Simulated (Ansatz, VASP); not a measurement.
W in VASP and in Ansatz

INCAR

```
SYSTEM = W
PREC = Accurate ; ENCUT = 520
EDIFF = 1E-8 ; ISMEAR = -1
SIGMA = 0.02 ; LREAL = .False.
LASPH = .True. ; NELM = 80
ALGO = Normal ; ISIF = 2
LWAVE = .False. ; LCHARG = .False.
GGA = PE ; LEFG = .True.
NBANDS = 66
```

The input KPOINTS:

```
regular mesh
0
Gamma
  9 9 9
  0 0 0
```

POSCAR

```
W
1.0
    5.0830000000      0.0000000000      0.0000000000
    0.0000000000      5.0830000000      0.0000000000
    0.0000000000      0.0000000000      5.0830000000
W
8
Direct
    0.0000000000      0.0000000000      0.0000000000
    0.5000000000      0.5000000000      0.5000000000
    0.0000000000      0.5000000000      0.2500000000
    0.0000000000      0.5000000000      0.7500000000
    0.2500000000      0.0000000000      0.5000000000
    0.7500000000      0.0000000000      0.5000000000
    0.5000000000      0.7500000000      0.0000000000
    0.5000000000      0.2500000000      0.0000000000
```

Input for Ansatz:

```yaml
crystal:
  lattice:
    - [5.083, 0.0, 0.0]
    - [0.0, 5.083, 0.0]
    - [0.0, 0.0, 5.083]
  atoms:
    - { symbol: W, position: [0.0, 0.0, 0.0] }
    - { symbol: W, position: [0.5, 0.5, 0.5] }
    - { symbol: W, position: [0.0, 0.5, 0.25] }
    - { symbol: W, position: [0.0, 0.5, 0.75] }
    - { symbol: W, position: [0.25, 0.0, 0.5] }
    - { symbol: W, position: [0.75, 0.0, 0.5] }
    - { symbol: W, position: [0.5, 0.75, 0.0] }
    - { symbol: W, position: [0.5, 0.25, 0.0] }
kpoints:
  mp_grid: { grid: [9, 9, 9] }
scf:
  occupations: { method: fermi_dirac, width: 0.02 }
hamiltonian:
  xc: pbe
  pseudopotentials: { kind: paw }
output:
  forces: true
  stress: true
  populations: true
  efg: { contact_densities: true }
```

Alike in both runs: task electric field gradients; functional PBE; k mesh 9 × 9 × 9; occupations fermi-dirac, width 0.02 eV; no spin polarisation.

|  | VASP | Ansatz |
| --- | --- | --- |
| version | VASP 6.6.1 | Ansatz 0.2.0 |
| potentials or method | VASP PAW PBE potentials, release 64 (W_sv) | plane-wave PAW, scalar-relativistic |
| plane-wave cutoff (eV) | 520 | 420 |
| valence electrons in the cell | 112 | 112 |

```tsv
	VASP	Ansatz	Ansatz less VASP
pressure (GPa)	0.0	-0.6	-0.56
size of Vzz on the site where it differs most (V/Å²)	36.4	64.0	+27.66
```

With one functional, cell and mesh, what is left measures potentials, basis and numerics.

Neither program's run includes spin-orbit coupling.
